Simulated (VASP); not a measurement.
SrFeO3:

```
Sr Fe O
1.0
     3.82881    0.00000    0.00000
     0.00000    3.82881    0.00000
     0.00000    0.00000    3.82881
Sr Fe O
1 1 3
Direct
  0.00000 0.00000 0.00000
  0.50000 0.50000 0.50000
  0.00000 0.50000 0.50000
  0.50000 0.00000 0.50000
  0.50000 0.50000 0.00000
```

Base run:

```yaml
Program: VASP 6.6.1
Functional: LDA
Potentials_or_basis: VASP PAW LDA potentials, release 64 (Sr_sv, Fe, O)
Cutoff: 600 eV
k_mesh: 7 × 7 × 7
Occupations: fermi-dirac, width 0.15 eV
Spin: collinear spin, ferromagnetic start
Starting_moments: "[0.01, 3.29, 0.29, 0.29, 0.29] μB"
Fixed_moment: 4.2 μB
```

Its results: pressure -5.8 GPa; site moments Sr +0.01; Fe +3.15; O +0.26 μB.

Question: The run is repeated on the same cell with these changes: fixed moment from 4.2 μB to 3.2 μB; moments at the start from [0.01, 3.29, 0.29, 0.29, 0.29] to [0.01, 2.68, 0.16, 0.16, 0.16]. What comes out?

Answer: Pressure -11.6 GPa; site moments Sr +0.01; Fe +2.55; O +0.15 μB.

Caveats: the total moment is fixed, so each spin has its own Fermi level; a cell with one magnetic atom can't hold antiferromagnetic order, which such compounds often take.
